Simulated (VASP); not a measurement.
# C (Fmmm) in VASP: single point with PBEsol

Aim: the single point of C with PBEsol.

All numbers are computed with VASP 6.6.1; they aren't measurements. Logs are shortened: lines on timing, memory, paths and dates and some standing lists are left out, and cuts for length are marked.

## Step 1: The cell of the first run

It takes space group Fmmm (No. 69, orthorhombic). The conventional cell has a = 2.459 Å, b = 4.258 Å, c = 7.337 Å, α = 90.00°, β = 90.00°, γ = 90.00°. Within 1.9 Å of C (site symmetry m2m) lie 3 C at 1.42 Å.

## Step 2: Single point, PBEsol

The input, INCAR:

```
SYSTEM = C
  ALGO = Normal
  EDIFF = 1E-6
  ENCUT = 520
  GGA = PS
  ISIF = 2
  ISMEAR = 0
  LASPH = .TRUE.
  LCHARG = .TRUE.
  LELF = .TRUE.
  LREAL = .FALSE.
  LVHAR = .TRUE.
  LWAVE = .FALSE.
  NBANDS = 16
  NELM = 80
  PREC = Accurate
  SIGMA = 0.1
```

The input, KPOINTS:

```
k-points
0
G
  21 21 6
  0 0 0
```

The input, POSCAR:

```
C
1.0
    1.2295674410     -2.1292049863      0.0000000000
    1.2295674410      2.1292049863      0.0000000000
    0.0000000000      0.0000000000      7.3371241015
C
4
Direct
    0.0833212923      0.9166787077      0.7500000000
    0.5833212923      0.4166787077      0.2500000000
    0.9166787077      0.0833212923      0.2500000000
    0.4166787077      0.5833212923      0.7500000000
```

Potentials or basis: VASP PAW PBE potentials, release 64 (C).

Command:

```bash
$ cat potpaw_PBE.64/C/POTCAR > POTCAR
$ mpirun -np 1 vasp_std > vasp.out
```

OUTCAR:

```text
SYSTEM = C
   EDIFF = 1E-6
   ENCUT = 520
   GGA = PS
   ISIF = 2
   ISMEAR = 0
   LASPH = .TRUE.
   LREAL = .FALSE.
   NELM = 80
   PREC = Accurate

 ion  position               nearest neighbor table
   1  0.083  0.917  0.750-   4 1.42   4 1.42   4 1.42
   2  0.583  0.417  0.250-   3 1.42   3 1.42   3 1.42
   3  0.917  0.083  0.250-   2 1.42   2 1.42   2 1.42
   4  0.417  0.583  0.750-   1 1.42   1 1.42   1 1.42

  LATTYP: Found a base centered orthorhombic cell.
 ALAT       =     2.4591348820
 B/A-ratio  =     1.7316699477
 C/A-ratio  =     2.9836200345

  Lattice vectors:

 A1 = (   1.2295674410,  -2.1292049863,   0.0000000000)
 A2 = (   1.2295674410,   2.1292049863,   0.0000000000)
 A3 = (   0.0000000000,   0.0000000000,   7.3371241015)

Analysis of symmetry for initial positions (statically):
=====================================================================
 Subroutine PRICEL returns following result:

  LATTYP: Found a face centered orthorhombic cell.
 ALAT       =     2.4591348820
 B/A-ratio  =     1.7316699477
 C/A-ratio  =     2.9836200345

  Lattice vectors:

 A1 = (   0.0000000000,  -2.1292049863,  -3.6685620507)
 A2 = (   1.2295674410,   0.0000000000,  -3.6685620507)
 A3 = (   1.2295674410,  -2.1292049863,   0.0000000000)

   2 primitive cells build up your supercell.

 Routine SETGRP: Setting up the symmetry group for a
 base centered orthorhombic supercell.

 Subroutine GETGRP returns: Found  8 space group operations
 (whereof  4 operations were pure point group operations)
 out of a pool of  8 trial point group operations.

The static configuration has the point symmetry C_2h.
 The point group associated with its full space group is D_2h.

Analysis of symmetry for dynamics (positions and initial velocities):
=====================================================================
 Subroutine PRICEL returns following result:

  LATTYP: Found a face centered orthorhombic cell.
 ALAT       =     2.4591348820
 B/A-ratio  =     1.7316699477
 C/A-ratio  =     2.9836200345

  Lattice vectors:

 A1 = (   0.0000000000,  -2.1292049863,  -3.6685620507)
 A2 = (   1.2295674410,   0.0000000000,  -3.6685620507)
 A3 = (   1.2295674410,  -2.1292049863,   0.0000000000)

   2 primitive cells build up your supercell.

 Routine SETGRP: Setting up the symmetry group for a
 base centered orthorhombic supercell.

 Subroutine GETGRP returns: Found  8 space group operations
 (whereof  4 operations were pure point group operations)
 out of a pool of  8 trial point group operations.

The dynamic configuration has the point symmetry C_2h.
 The point group associated with its full space group is D_2h.

 Subroutine INISYM returns: Found  8 space group operations
 (whereof  4 operations are pure point group operations),
 and found     2 'primitive' translations

----------------------------------------------------------------------------------------

                                     Primitive cell

  volume of cell :      19.2086

  direct lattice vectors                    reciprocal lattice vectors
     0.000000000 -2.129204986 -3.668562051    -0.406647072 -0.234829433 -0.136293183
     1.229567441  0.000000000 -3.668562051     0.406647072  0.234829433 -0.136293183
     1.229567441 -2.129204986  0.000000000     0.406647072 -0.234829433  0.136293183

  length of vectors
     4.241681435  3.869132152  2.458729340     0.488960669  0.488960669  0.488960669

  position of ions in fractional coordinates (direct lattice)
     0.333321292  0.166678708  0.833321292
     0.666678708  0.833321292  0.166678708

  ion indices of the primitive-cell ions
   primitive index   ion index
                 1           1
                 2           4

----------------------------------------------------------------------------------------

 KPOINTS: k-points

Automatic generation of k-mesh.
 Grid dimensions read from file:
 generate k-points for:   21   21    6

 Generating k-lattice:

  Cartesian coordinates                     Fractional coordinates (reciprocal lattice)
     0.019364146 -0.011182354  0.000000000     0.047619048 -0.000000000  0.000000000
     0.019364146  0.011182354  0.000000000    -0.000000000  0.047619048  0.000000000
     0.000000000  0.000000000  0.022715531     0.000000000  0.000000000  0.166666667

  Length of vectors
     0.022361020  0.022361020  0.022715531

  Shift w.r.t. Gamma in fractional coordinates (k-lattice)
     0.000000000  0.000000000  0.000000000

 Subroutine IBZKPT returns following result:
 ===========================================

 Found    484 irreducible k-points:

 Following reciprocal coordinates:
            Coordinates               Weight
  0.000000  0.000000  0.000000      1.000000
  0.047619  0.000000  0.000000      4.000000
  0.095238  0.000000  0.000000      4.000000
  0.142857  0.000000  0.000000      4.000000
  0.190476  0.000000  0.000000      4.000000
  0.238095  0.000000  0.000000      4.000000
[... 16 lines left out ...]
 -0.428571  0.047619  0.000000      4.000000
 -0.380952  0.047619  0.000000      4.000000
 [... further k-points ...]
   k-points           NKPTS =    484   k-points in BZ     NKDIM =    484   number of bands    NBANDS=     16
   number of dos      NEDOS =    301   number of ions     NIONS =      4
   total plane-waves  NPLWV =  18144
   dimension x,y,z NGX =    18 NGY =   18 NGZ =   56
   dimension x,y,z NGXF=    36 NGYF=   36 NGZF=  112
   ions per type =               4
   NGX,Y,Z   is equivalent  to a cutoff of  12.17, 12.17, 12.69 a.u.
   NGXF,Y,Z  is equivalent  to a cutoff of  24.34, 24.34, 25.38 a.u.
 SYSTEM =  C
   PREC   = accura    normal or accurate (medium, high low for compatibility)
   ISTART =      0    job   : 0-new  1-cont  2-samecut
   ICHARG =      2    charge: 1-file 2-atom 10-const
   ISPIN  =      1    spin polarized calculation?
   LNONCOLLINEAR =      F non collinear calculations
   LSORBIT =      F    spin-orbit coupling
   LASPH  =      T    aspherical Exc in radial PAW
   ENCUT  =  520.0 eV  38.22 Ry    6.18 a.u.   4.57  4.57 13.64*2*pi/ulx,y,z
   NELM   =     80;   NELMIN=  2; NELMDL= -5     # of ELM steps
   EDIFF  = 0.1E-05   stopping-criterion for ELM
   LREAL  =      F    real-space projection
   EDIFFG = 0.1E-04   stopping-criterion for IOM
   NSW    =      0    number of steps for IOM
   IBRION =     -1    ionic relax: 0-MD 1-quasi-New 2-CG
   NFREE  =      0    steps in history (QN), initial steepest desc. (CG)
   ISIF   =      2    stress and relaxation
   ISYM   =      2    0-nonsym 1-usesym 2-fastsym
   POTIM  = 0.5000    time-step for ionic-motion
   TEBEG  =    0.0;   TEEND  =   0.0 temperature during run
   PSTRESS=    0.0 pullay stress
   NELECT =      16.0000    total number of electrons
   NUPDOWN=      -1.0000    fix difference up-down
   EMIN   =  10.00;   EMAX   =-10.00  energy-range for DOS
   EFERMI =   0.00;   METHOD = LEGACY
   ISMEAR =     0;   SIGMA  =   0.10  broadening in eV -4-tet -1-fermi 0-gaus
   EFERMI_NEDOS =   21; number of points for ismear=-14 and -15
   IALGO  =     38    algorithm
   IMIX   =      4    mixing-type and parameters
     AMIX     =   0.40;   BMIX     =  1.00
     AMIX_MAG =   1.60;   BMIX_MAG =  1.00
  volume/ion in A,a.u.               =       9.60        64.81
  Fermi-wavevector in a.u.,A,eV,Ry     =   1.222568  2.310318 20.336245  1.494672
  Thomas-Fermi vector in A             =   2.357710
   LORBIT       =      0    0 simple, 1 ext, 2 COOP (PROOUT), +10 PAW based schemes
   GGA     = PS    functional components
   LHFCALC =     F    Hartree Fock is set to
   AEXX    =    0.0000 exact exchange contribution
   IVDW    =     0    specifies the selected vdW correction
   LEPSILON=     F    determine dielectric tensor
   LRPA    =     F    only Hartree local field effects (RPA)
 non-spin polarized calculation
 Gauss-broadening in eV      SIGMA  =   0.10
  energy-cutoff  :      520.00
  volume of cell :       38.42
 maximum number of plane-waves:      1054
   NGX =  9   NGY =  9   NGZ = 27

 number of electron      15.9999994 magnetization

 Free energy of the ion-electron system (eV)
  ---------------------------------------------------
  ext. energy  EPLUGINS =         0.00000000
  ---------------------------------------------------
  free energy    TOTEN  =       -38.57836854 eV

  energy without entropy =      -38.57802109  energy(sigma->0) =      -38.57819482

 E-fermi :   3.8969     XC(G=0):  -9.9274

 val. band max:        3.8311167876   @ k =   0.3333   0.3333   0.3333
 cond. band min:       3.8981159342   @ k =   0.3333   0.3333   0.5000
 fundamental gap:      0.0669991466
 Fermi energy:         3.8969215027

 k-point     1 :       0.0000    0.0000    0.0000
  band No.  band energies     occupation
      1     -15.7144      2.00000
      2     -15.5657      2.00000
      3      -4.3962      2.00000
      4      -3.1504      2.00000
      5       0.9019      2.00000
      6       0.9101      2.00000
[... 8 lines left out ...]
     15      15.4328      0.00000
     16      15.4993      0.00000

 k-point     2 :       0.0476    0.0000    0.0000
  band No.  band energies     occupation
      1     -15.6603      2.00000
      2     -15.5120      2.00000
      3      -4.3303      2.00000
      4      -3.0874      2.00000
      5       0.6832      2.00000
      6       0.6946      2.00000
[... 8 lines left out ...]
     15      15.2347      0.00000
     16      15.3160      0.00000

 k-point     3 :       0.0952    0.0000    0.0000
  band No.  band energies     occupation
      1     -15.4980      2.00000
      2     -15.3514      2.00000
      3      -4.1329      2.00000
      4      -2.8990      2.00000
      5       0.0611      2.00000
      6       0.0778      2.00000
[... 8 lines left out ...]
     15      14.6635      0.00000
     16      14.7898      0.00000
[... 362 lines left out ...]
 k-point    23 :      -0.4286    0.0476    0.0000
  band No.  band energies     occupation
      1     -11.8636      2.00000
      2     -11.7536      2.00000
      3      -7.5497      2.00000
      4      -7.4759      2.00000
      5      -2.4826      2.00000
      6      -2.4700      2.00000
[... 8 lines left out ...]
     15      17.3647      0.00000
     16      19.1113      0.00000

 k-point    24 :      -0.3810    0.0476    0.0000
  band No.  band energies     occupation
      1     -12.6842      2.00000
      2     -12.5654      2.00000
      3      -6.3462      2.00000
      4      -6.2811      2.00000
      5      -2.2190      2.00000
      6      -2.2070      2.00000
[... 8 lines left out ...]
     15      18.3489      0.00000
     16      19.9402      0.00000

 [... further k-points ...]

------------------------ aborting loop because EDIFF is reached ----------------------------------------

  FORCE on cell =-STRESS in cart. coord.  units (eV):
  Direction    XX          YY          ZZ          XY          YZ          ZX
  --------------------------------------------------------------------------------------
  -------------------------------------------------------------------------------------
  Total        0.2278602      0.2285529     -0.0056127      0.0000000      0.0000000      0.0000000
  in kB        9.5028384      9.5317267     -0.2340748      0.0000000      0.0000000      0.0000000
  external PRESSURE =       6.2668301 kB  Pullay stress =       0.0000000 kB

 VOLUME and BASIS-vectors are now :
 -----------------------------------------------------------------------------
  energy-cutoff  :      520.00
  volume of cell :       38.42
      direct lattice vectors                 reciprocal lattice vectors
     1.229567441 -2.129204986  0.000000000     0.406647072 -0.234829433  0.000000000
     1.229567441  2.129204986  0.000000000     0.406647072  0.234829433  0.000000000
     0.000000000  0.000000000  7.337124101     0.000000000  0.000000000  0.136293183

 POSITION                                       TOTAL-FORCE (eV/Angst)
 -----------------------------------------------------------------------------------
      1.22957      1.77439      5.50284         0.000000      0.000066      0.000000
      1.22957     -0.35482      1.83428         0.000000      0.000066     -0.000000
      1.22957     -1.77439      1.83428         0.000000     -0.000066      0.000000
      1.22957      0.35482      5.50284         0.000000     -0.000066     -0.000000
 -----------------------------------------------------------------------------------
    total drift:                                0.000000     -0.000000      0.000000

  FREE ENERGIE OF THE ION-ELECTRON SYSTEM (eV)
  ---------------------------------------------------
  free  energy   TOTEN  =       -38.5783685436 eV

  energy  without entropy=      -38.5780210929  energy(sigma->0) =      -38.57819482
```

Wall time 5.4 min (1 thread of Intel Xeon 8259CL, shared host); peak memory 0.31 GiB.

What came out:

| Quantity | Value |
| --- | --- |
| Free energy | -38.5784 eV |
| Pressure | 0.6 GPa |
| Band gap on the k mesh | zero (filled and empty bands touch) |

Stress tensor (GPa, compression positive):
```
 0.95  0.00  0.00
 0.00  0.95  0.00
 0.00  0.00 -0.02
```

Caveat: this functional lacks dispersion, which binds layers or chains, so the pressure and a relaxed spacing across them are unreliable; the PAW data sets were made with another functional, which shifts forces and pressure a little.

The gap in the log of VASP goes by the Fermi energy; the results here count the filled bands.